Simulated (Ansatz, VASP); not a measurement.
One calculation of AlAu2, two programs

```xyz
3
Lattice="3.3863 0.0000 0.0000 0.0000 3.3863 0.0000 0.0000 0.0000 17.0000" Properties=species:S:1:pos:R:3 pbc="T T T"
Al    1.6932    1.6932    8.5000
Au    0.0000    0.0000    9.8585
Au    0.0000    0.0000    7.1415
```

Alike in both runs: task single point; functional PBE; k mesh 6 × 6 × 1; occupations gaussian, width 0.1 eV; no spin polarisation.

```csv
,VASP,Ansatz
version,VASP 6.6.1,Ansatz 0.2.0
potentials or method,"VASP PAW PBE potentials, release 64 (Al, Au), cutoff 520 eV","scalar-relativistic, plane waves, PAW"
valence electrons in the cell,25,41
```

Ansatz gave:

- gap on the k mesh at the Fermi level (eV): none
- rms of the force components (eV/Å): 0.183

Question: Estimate VASP's values.

Answer: gap on the k mesh at the Fermi level (eV): none; rms of the force components (eV/Å): 0.178.

Atom by atom the forces differ by 0.006 eV/Å (rms over components). A gap of «none» marks a metal or a gap that the smearing closes. With one functional, cell and mesh, what is left measures potentials, basis and numerics. VASP's potentials hold 25 valence electrons a cell and Ansatz's 41, so a difference there can come from the potentials and not from the codes. Ansatz's warnings: slab cell height set.

Neither program's run includes spin-orbit coupling.
